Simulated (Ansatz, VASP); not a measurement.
# Ir: VASP beside Ansatz

Contents of INCAR:

```
SYSTEM = Ir
ALGO = Normal
EDIFF = 1E-6
EDIFFG = -0.01
ENCUT = 600
GGA = PE
IBRION = 2
ISIF = 3
ISMEAR = -1
IVDW = 12
LASPH = .TRUE.
LCHARG = .FALSE.
LREAL = .FALSE.
LWAVE = .FALSE.
NELM = 60
NSW = 60
PREC = Accurate
SIGMA = 0.05
```

Contents of KPOINTS:

```
k-points
0
G
  12 12 12
  0 0 0
```

POSCAR

```
Ir
1.0
    0.0000000000      1.9156000000      1.9156000000
    1.9156000000      0.0000000000      1.9156000000
    1.9156000000      1.9156000000      0.0000000000
Ir
1
Direct
    0.0000000000      0.0000000000      0.0000000000
```

File input.yaml:

```yaml
crystal:
  lattice:
    - [0.0, 1.9156, 1.9156]
    - [1.9156, 0.0, 1.9156]
    - [1.9156, 1.9156, 0.0]
  atoms:
    - { symbol: Ir, position: [0.0, 0.0, 0.0] }
hamiltonian:
  xc: pbe
  pseudopotentials: { kind: paw }
  dispersion: d3bj
kpoints:
  mp_grid: { grid: [12, 12, 12] }
scf:
  occupations: { method: fermi_dirac, width: 0.05 }
output:
  forces: true
  stress: true
relax:
  f_tol: 0.01
  max_steps: 40
  cell: { stress_tol: 0.05 }
```

Alike in both runs: task relaxation of cell and atoms; functional PBE; dispersion D3(BJ); k mesh 12 × 12 × 12; occupations fermi-dirac, width 0.05 eV; no spin polarisation.

```csv
,VASP,Ansatz
version,VASP 6.6.1,Ansatz 0.2.0
potentials or method,"VASP PAW PBE potentials, release 64 (Ir)",Ansatz PAW
plane-wave cutoff (eV),600,420
valence electrons in the cell,9,17
```

```csv
,VASP,Ansatz,Ansatz less VASP
relaxed volume (Å³/atom),14.17,14.15,-0.027
relaxed cell length with the largest relative difference (Å),2.716,2.715,-0.0017
```

VASP's potentials hold 9 valence electrons a cell and Ansatz's 17, so a difference there can come from the potentials and not from the codes.

Spin-orbit coupling is off throughout. Noted on Ansatz's run: the plane-wave basis is chosen anew once the cell has moved, so the energies of steps on either side of that aren't comparable.
